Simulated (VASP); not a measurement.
# Ag (Fm-3m) in VASP: notebook

The runs below take Ag through single point, relaxation of cell and atoms, with LDA.

Everything below comes from runs of VASP 6.6.1. Logs are shortened: lines on timing, memory, paths and dates and some standing lists are left out, and cuts for length are marked.

## 1. The cell of the first run

Symmetry: Fm-3m, No. 225, cubic system. The conventional cell has a = 4.000 Å, b = 4.000 Å, c = 4.000 Å, α = 90.00°, β = 90.00°, γ = 90.00°. Ag (site symmetry m-3m) has 12 Ag at 2.83 Å within 3.7 Å.

## 2. Single point, LDA

Contents of INCAR:

```
SYSTEM = Ag
ALGO = Normal
EDIFF = 1E-6
ENCUT = 500
GGA = CA
GGA_COMPAT = .FALSE.
ISIF = 2
ISMEAR = 1
LASPH = .TRUE.
LCHARG = .FALSE.
LREAL = .FALSE.
LWAVE = .FALSE.
NBANDS = 12
NELM = 120
PREC = Accurate
SIGMA = 0.1
```

Contents of KPOINTS:

```
k-points
0
G
  9 9 9
  0 0 0
```

Contents of POSCAR:

```
Ag
1.0
    0.0000000000      1.9998793557      1.9998793557
    1.9998793557      0.0000000000      1.9998793557
    1.9998793557      1.9998793557      0.0000000000
Ag
1
Direct
    0.0000000000      0.0000000000      0.0000000000
```

Potentials or basis: VASP PAW LDA potentials, release 64 (Ag).

Command:

```sh
$ cat potpaw_LDA.64/Ag/POTCAR > POTCAR
$ mpirun -np 1 vasp_std > vasp.out
```

OUTCAR:

```text
SYSTEM = Ag
   EDIFF = 1E-6
   ENCUT = 500
   GGA = CA
   ISIF = 2
   ISMEAR = 1
   LASPH = .TRUE.
   LREAL = .FALSE.
   NELM = 120
   PREC = Accurate

 ion  position               nearest neighbor table
   1  0.000  0.000  0.000-

  LATTYP: Found a face centered cubic cell.
 ALAT       =     3.9997587114

  Lattice vectors:

 A1 = (   0.0000000000,   1.9998793557,   1.9998793557)
 A2 = (   1.9998793557,   0.0000000000,   1.9998793557)
 A3 = (   1.9998793557,   1.9998793557,   0.0000000000)

Analysis of symmetry for initial positions (statically):
=====================================================================
 Subroutine PRICEL returns:
 Original cell was already a primitive cell.

 Routine SETGRP: Setting up the symmetry group for a
 face centered cubic supercell.

 Subroutine GETGRP returns: Found 48 space group operations
 (whereof 48 operations were pure point group operations)
 out of a pool of 48 trial point group operations.

The static configuration has the point symmetry O_h .

Analysis of symmetry for dynamics (positions and initial velocities):
=====================================================================
 Subroutine PRICEL returns:
 Original cell was already a primitive cell.

 Routine SETGRP: Setting up the symmetry group for a
 face centered cubic supercell.

 Subroutine GETGRP returns: Found 48 space group operations
 (whereof 48 operations were pure point group operations)
 out of a pool of 48 trial point group operations.

The dynamic configuration has the point symmetry O_h .

 Subroutine INISYM returns: Found 48 space group operations
 (whereof 48 operations are pure point group operations),
 and found     1 'primitive' translations

----------------------------------------------------------------------------------------

                                     Primitive cell

  volume of cell :      15.9971

  direct lattice vectors                    reciprocal lattice vectors
     0.000000000  1.999879356  1.999879356    -0.250015081  0.250015081  0.250015081
     1.999879356  0.000000000  1.999879356     0.250015081 -0.250015081  0.250015081
     1.999879356  1.999879356  0.000000000     0.250015081  0.250015081 -0.250015081

  length of vectors
     2.828256508  2.828256508  2.828256508     0.433038824  0.433038824  0.433038824

[... 84 lines left out ...]
   ISIF   =      2    stress and relaxation
   ISYM   =      2    0-nonsym 1-usesym 2-fastsym
   POTIM  = 0.5000    time-step for ionic-motion
   TEBEG  =    0.0;   TEEND  =   0.0 temperature during run
   PSTRESS=    0.0 pullay stress
   NELECT =      11.0000    total number of electrons
   NUPDOWN=      -1.0000    fix difference up-down
   EMIN   =  10.00;   EMAX   =-10.00  energy-range for DOS
   EFERMI =   0.00;   METHOD = LEGACY
   ISMEAR =     1;   SIGMA  =   0.10  broadening in eV -4-tet -1-fermi 0-gaus
   EFERMI_NEDOS =   21; number of points for ismear=-14 and -15
   IALGO  =     38    algorithm
   IMIX   =      4    mixing-type and parameters
     AMIX     =   0.40;   BMIX     =  1.00
     AMIX_MAG =   1.60;   BMIX_MAG =  1.00
  volume/ion in A,a.u.               =      16.00       107.95
  Fermi-wavevector in a.u.,A,eV,Ry     =   1.444969  2.730596 28.408095  2.087936
  Thomas-Fermi vector in A             =   2.563204
   LORBIT       =      0    0 simple, 1 ext, 2 COOP (PROOUT), +10 PAW based schemes
   GGA     = CA    functional components
   LHFCALC =     F    Hartree Fock is set to
   AEXX    =    0.0000 exact exchange contribution
   IVDW    =     0    specifies the selected vdW correction
   LEPSILON=     F    determine dielectric tensor
   LRPA    =     F    only Hartree local field effects (RPA)
 non-spin polarized calculation
 Methfessel and Paxton  Order N= 1 SIGMA  =   0.10
  energy-cutoff  :      500.00
  volume of cell :       16.00
 maximum number of plane-waves:       419
 NGX is ok and might be reduce to    24
   NGX = 11   NGY = 11   NGZ = 11

 number of electron      11.0000002 magnetization

 Free energy of the ion-electron system (eV)
  ---------------------------------------------------
  ext. energy  EPLUGINS =         0.00000000
  ---------------------------------------------------
  free energy    TOTEN  =        -3.80229194 eV

  energy without entropy =       -3.80218195  energy(sigma->0) =       -3.80225528

 E-fermi :   9.3966     XC(G=0): -12.9618

 val. band max:        8.9525749566   @ k =   0.4444   0.3333   0.0000
 cond. band min:       9.4606733226   @ k =  -0.4444   0.1111   0.0000
 fundamental gap:      0.5080983659
 Fermi energy:         9.3965896589

 k-point     1 :       0.0000    0.0000    0.0000
  band No.  band energies     occupation
      1       0.7678      2.00000
      2       4.0612      2.00000
      3       4.0612      2.00000
      4       4.0612      2.00000
      5       5.2397      2.00000
      6       5.2397      2.00000
      7      25.2182      0.00000
      8      29.1011      0.00000
      9      29.1011      0.00000
     10      29.1011      0.00000
     11      34.2847      0.00000
     12      35.7192      0.00000
[... 331 lines left out ...]
 k-point    24 :       0.4444    0.4444    0.0000
  band No.  band energies     occupation
      1       2.2717      2.00000
      2       2.4215      2.00000
      3       6.0791      2.00000
      4       6.2772      2.00000
      5       6.2772      2.00000
      6       9.7822     -0.00000
      7      17.2835      0.00000
      8      20.2096      0.00000
      9      20.2096      0.00000
     10      27.0695      0.00000
     11      27.1648      0.00000
     12      39.2972      0.00000

 [... further k-points ...]

------------------------ aborting loop because EDIFF is reached ----------------------------------------

  FORCE on cell =-STRESS in cart. coord.  units (eV):
  Direction    XX          YY          ZZ          XY          YZ          ZX
  --------------------------------------------------------------------------------------
  -------------------------------------------------------------------------------------
  Total        0.0175677      0.0175677      0.0175677      0.0000000     -0.0000000     -0.0000000
  in kB        1.7594833      1.7594833      1.7594833      0.0000000     -0.0000000     -0.0000000
  external PRESSURE =       1.7594833 kB  Pullay stress =       0.0000000 kB

 VOLUME and BASIS-vectors are now :
 -----------------------------------------------------------------------------
  energy-cutoff  :      500.00
  volume of cell :       16.00
      direct lattice vectors                 reciprocal lattice vectors
     0.000000000  1.999879356  1.999879356    -0.250015081  0.250015081  0.250015081
     1.999879356  0.000000000  1.999879356     0.250015081 -0.250015081  0.250015081
     1.999879356  1.999879356  0.000000000     0.250015081  0.250015081 -0.250015081

 POSITION                                       TOTAL-FORCE (eV/Angst)
 -----------------------------------------------------------------------------------
      0.00000      0.00000      0.00000         0.000000     -0.000000      0.000000
 -----------------------------------------------------------------------------------
    total drift:                                0.000000      0.000000     -0.000000

  FREE ENERGIE OF THE ION-ELECTRON SYSTEM (eV)
  ---------------------------------------------------
  free  energy   TOTEN  =        -3.8022919399 eV

  energy  without entropy=       -3.8021819492  energy(sigma->0) =       -3.80225528
```

OSZICAR:

```text
N       E                     dE             d eps       ncg     rms          rms(c)
DAV:   1     0.525719143931E+02    0.52572E+02   -0.54467E+03   840   0.818E+02
DAV:   2    -0.325620208928E+01   -0.55828E+02   -0.53080E+02  1004   0.198E+02
DAV:   3    -0.413050086976E+01   -0.87430E+00   -0.87392E+00   976   0.260E+01
DAV:   4    -0.413303401352E+01   -0.25331E-02   -0.25330E-02   976   0.148E+00
DAV:   5    -0.413305386092E+01   -0.19847E-04   -0.19847E-04   984   0.115E-01    0.648E+00
DAV:   6    -0.382110625974E+01    0.31195E+00   -0.11949E+00   892   0.976E+00    0.392E+00
DAV:   7    -0.380737675267E+01    0.13730E-01   -0.12988E-02   980   0.103E+00    0.214E+00
DAV:   8    -0.380227982058E+01    0.50969E-02   -0.97782E-04   928   0.266E-01    0.103E-01
DAV:   9    -0.380229319451E+01   -0.13374E-04   -0.66559E-06   976   0.202E-02    0.184E-02
DAV:  10    -0.380229196638E+01    0.12281E-05   -0.20318E-06   976   0.108E-02    0.407E-03
DAV:  11    -0.380229193986E+01    0.26519E-07   -0.42410E-08   548   0.165E-03
   1 F= -.38022919E+01 E0= -.38022553E+01  d E =-.109991E-03
```

stdout:

```text
POSCAR found type information on POSCAR Ag
 POSCAR found :  1 types and       1 ions
 scaLAPACK will be used
 LDA part: xc-table for (Slater(with rela. corr.)+CA(PZ))
 , standard interpolation
 POSCAR, INCAR and KPOINTS ok, starting setup
 FFT: planning ... GRIDC
 FFT: planning ... GRID_SOFT
 FFT: planning ... GRID
 WAVECAR not read
 entering main loop
```

Wall time 3.8 s (1 thread of Intel Xeon 6975P-C (Granite Rapids), shared host); peak memory 0.13 GiB.

Results:

| Item | Value |
| --- | --- |
| Free energy | -3.8023 eV |
| Pressure | 0.2 GPa |
| Band gap on the k mesh | zero (an odd number of electrons rules out a gap without spin polarisation) |

Levels at points of the mesh, in eV from the Fermi level:
```tsv
k point	band 3	band 4	band 5	band 6	band 7	band 8	band 9	band 10
(0.00, 0.00, 0.00)	-5.34	-5.34	-4.16	-4.16	15.82	19.70	19.70	19.70
```

## 3. Relaxation of cell and atoms, LDA

This run uses another cell than the first one, of 17.05 Å³/atom.

Contents of INCAR:

```
SYSTEM = Ag
ALGO = Normal ; EDIFF = 1E-7
EDIFFG = -0.02 ; ENCUT = 500
GGA = CA ; GGA_COMPAT = .False.
IBRION = 2 ; ISIF = 3
ISMEAR = 1 ; LASPH = .True.
LCHARG = .False. ; LREAL = .False.
LWAVE = .False. ; NELM = 120
NELMIN = 4 ; NSW = 60
PREC = Accurate ; SIGMA = 0.1
```

Contents of KPOINTS:

```
k-points
0
Gamma
  9 9 9
  0 0 0
```

Contents of POSCAR:

```
Ag
1.0
    0.0000000000      2.0427500000      2.0427500000
    2.0427500000      0.0000000000      2.0427500000
    2.0427500000      2.0427500000      0.0000000000
Ag
1
Direct
    0.0000000000      0.0000000000      0.0000000000
```

Potentials or basis: VASP PAW LDA potentials, release 64 (Ag).

Command:

```sh
$ cat potpaw_LDA.64/Ag/POTCAR > POTCAR
$ mpirun -np 1 vasp_std > vasp.out
```

Run time: 5.7 s. Hardware: 1 thread of Intel Xeon 6975P-C (Granite Rapids), shared host; peak memory 0.13 GiB.

Results (log left out):

* Free energy: -3.8027 eV
* Relaxed volume: 16.02 Å³/atom
* Relaxed cell: a = 2.830 Å, b = 2.830 Å, c = 2.830 Å, α = 60.00°, β = 60.00°, γ = 60.00°
* Space group after relaxing (to 0.1 Å): Fm-3m (No. 225)
* Energy gained by relaxing: 25.3 meV/atom
* Ionic steps: 3
* Pressure after relaxing: -0.1 GPa
* Band gap on the k mesh: zero (an odd number of electrons rules out a gap without spin polarisation)

Step by step:
```csv
step,energy change (eV),largest force (eV/Å),pressure (GPa),volume (Å³)
1,0.0000,0.0000,-7.30,17.05
2,-0.0053,0.0000,8.37,15.20
3,-0.0253,0.0000,-0.07,16.02
```

Final structure:
```xyz
1
Lattice="0.0000 2.0008 2.0008 2.0008 0.0000 2.0008 2.0008 2.0008 0.0000" Properties=species:S:1:pos:R:3 pbc="T T T"
Ag    0.0000    0.0000    0.0000
```

Levels at points of the mesh, in eV from the Fermi level:
```tsv
k point	band 4	band 5	band 6	band 7	band 8	band 9
(0.00, 0.00, 0.00)	-5.33	-4.16	-4.16	15.82	19.69	19.69
```
